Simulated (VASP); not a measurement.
B:

```xyz
1
Lattice="1.7089 0.0000 0.0000 -0.8545 1.4800 0.0000 0.0000 0.0000 3.4607" Properties=species:S:1:pos:R:3 pbc="T T T"
B     0.0000    0.0000    0.0000
```

Base run:

- Program: VASP 6.6.1
- Functional: r2SCAN
- Potentials or basis: VASP PAW PBE potentials, release 64 (B)
- Cutoff: 520 eV
- k mesh: 17 × 17 × 7
- Occupations: methfessel-paxton, width 0.15 eV
- Spin: no spin polarisation

Its results: pressure 0.9 GPa.

The run is repeated on the same cell with these changes: k mesh from 17 × 17 × 7 to 13 × 13 × 6. What comes out?

Pressure 0.1 GPa.

Caveats: the PAW data sets were made with another functional, which shifts forces and pressure a little.
